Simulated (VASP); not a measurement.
Input of a VASP 6.6.1 run:

INCAR

```
  PREC = Accurate
  ENCUT = 520
  EDIFF = 1E-7
  ISMEAR = -1
  SIGMA = 0.15
  LREAL = F
  LASPH = T
  NELM = 100
  ALGO = Fast
  ISIF = 2
  LWAVE = F
  LCHARG = F
  GGA = CA
  NBANDS = 24
```

KPOINTS

```
Automatic mesh
0
Gamma
  12 12 8
```

File POSCAR:

```
Al3Cu2
1.0
    4.0581149370      0.0000000000      0.0000000000
   -2.0290574685      3.5144306270      0.0000000000
    0.0000000000      0.0000000000      4.9351643306
Al Cu
3 2
Direct
    0.0000000000      0.0000000000      0.0000000000
    0.3333333333      0.6666666667      0.3510826193
    0.6666666667      0.3333333333      0.6489173807
    0.3333333333      0.6666666667      0.8420196299
    0.6666666667      0.3333333333      0.1579803701
```

Potentials or basis: VASP PAW LDA potentials, release 64 (Al, Cu).

Command:

```console
$ cat potpaw_LDA.64/Al/POTCAR potpaw_LDA.64/Cu/POTCAR > POTCAR
$ mpirun -np 1 vasp_std > vasp.out
```

**Question.** Predict the pressure.

**Answer.** 0.4 GPa.

**Question.** Estimate the largest force.

**Answer.** 0.005 eV/Å.

Forces in eV/Å, atoms in the order of the input:
```
Al   0.000  0.000  0.000
Al   0.000  0.000  0.005
Al   0.000  0.000 -0.005
Cu   0.000  0.000  0.004
Cu   0.000  0.000 -0.004
```
